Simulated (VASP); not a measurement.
Write the native input for VASP 6.6.1 that does the following.

* Task: single point
* Functional: PBEsol
* Potentials or basis: VASP PAW PBE potentials, release 64 (Cu, S)
* Cutoff: 520 eV
* k mesh: 7 × 7 × 4
* Occupations: gaussian, width 0.15 eV
* Spin: no spin polarisation
* Dipole correction: no
* Further INCAR settings: ALGO = Normal; EDIFF = 1e-06; NBANDS = 30

The structure of Cu3S2 lies in POSCAR:

```
Cu3S2
1.0
    3.4725080000      0.0000000000      0.0000000000
    0.0000000000      3.4725080000      0.0000000000
    0.0000000000      0.0000000000      5.9338830000
Cu S
3 2
Direct
    0.5000000000      0.5000000000      0.0000000000
    0.5000000000      0.0000000000      0.3299700000
    0.0000000000      0.5000000000      0.6700300000
    0.5000000000      0.0000000000      0.7315810000
    0.0000000000      0.5000000000      0.2684190000
```

These files were run (other wordings do the same):

INCAR

```
PREC = Accurate
ENCUT = 520
EDIFF = 1E-6
ISMEAR = 0
SIGMA = 0.15
LREAL = F
LASPH = T
NELM = 60
ALGO = Normal
ISIF = 2
LWAVE = F
LCHARG = F
GGA = PS
NBANDS = 30
```

KPOINTS

```
Automatic mesh
0
Gamma
  7 7 4
```

Potentials or basis: VASP PAW PBE potentials, release 64 (Cu, S).

Launch:

```sh
$ cat potpaw_PBE.64/Cu/POTCAR potpaw_PBE.64/S/POTCAR > POTCAR
$ mpirun -np 1 vasp_std > vasp.out
```

It gave:

```yaml
Pressure: -3.5 GPa
Largest_force: 0.023 eV/Å
```

Caveat: the PAW data sets were made with another functional, which shifts forces and pressure a little.

It took 73 s on 1 thread of Intel(R) Xeon(R) Platinum 8375C CPU @ 2.90GHz (Ice Lake), with other jobs on the host, peak memory 0.21 GiB.
